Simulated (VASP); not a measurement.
TiH5:

```
Ti H
1.0
     3.99305    0.00000    0.00000
    -1.99652    3.45808    0.00000
     0.00000    0.00000    3.72415
Ti H
1 5
Direct
  0.00000 0.00000 0.00000
  0.65997 0.00000 0.50000
  0.66667 0.33333 0.00000
  0.34003 0.34003 0.50000
  0.00000 0.65997 0.50000
  0.33333 0.66667 0.00000
```

The cell was built from a structure type or drawn by symmetry, and may not be a known phase.

| Property | Result |
| --- | --- |
| Program | VASP 6.6.1 |
| Task | relaxation of cell and atoms |
| Functional | PBE |
| Potentials or basis | VASP PAW PBE potentials, release 64 (Ti_sv, H) |
| Cutoff | 600 eV |
| k mesh | 6 × 6 × 6 |
| Occupations | gaussian, width 0.1 eV |
| Spin | no spin polarisation |

At the start: pressure -26.9 GPa; volume 8.57 Å³/atom.

How do energy, volume and symmetry change on relaxing?

Over 12 steps the energy falls by 474.3 meV/atom and the volume is 5.29 Å³/atom (-38.2 %); space group P-62m (No. 189, to 0.1 Å) before and after.

Step by step:
| step | energy change (eV) | largest force (eV/Å) | pressure (GPa) | volume (Å³) |
| --- | --- | --- | --- | --- |
| 1 | 0.0000 | 1.0549 | -26.88 | 51.42 |
| 2 | -1.8080 | 0.8685 | -22.98 | 41.44 |
| 3 | -2.7516 | 0.3962 | -8.59 | 33.78 |
| 4 | -2.8097 | 0.0252 | 4.55 | 30.63 |
| 5 | -2.8248 | 0.1567 | -0.22 | 31.60 |
| 6 | -2.8235 | 0.1136 | 1.33 | 31.27 |
| 7 | -2.8323 | 0.0962 | 1.40 | 31.24 |
| 8 | -2.8410 | 0.0501 | 1.73 | 31.15 |
| 9 | -2.8414 | 0.0587 | 1.66 | 31.17 |
| 10 | -2.8450 | 0.0549 | 0.06 | 31.61 |
| 11 | -2.8453 | 0.0536 | -0.45 | 31.76 |
| 12 | -2.8460 | 0.0067 | -0.03 | 31.76 |

Final structure:
```
Ti H
1.0
     3.44594    0.00000    0.00000
    -1.72297    2.98428    0.00000
     0.00000    0.00000    3.08793
Ti H
1 5
Direct
  0.00000 0.00000 0.00000
  0.70289 0.00000 0.50000
  0.66667 0.33333 0.00000
  0.29711 0.29711 0.50000
  0.00000 0.70289 0.50000
  0.33333 0.66667 0.00000
```

Caveat: the volume moved by over 15 % at a fixed basis, so the end points are rough.
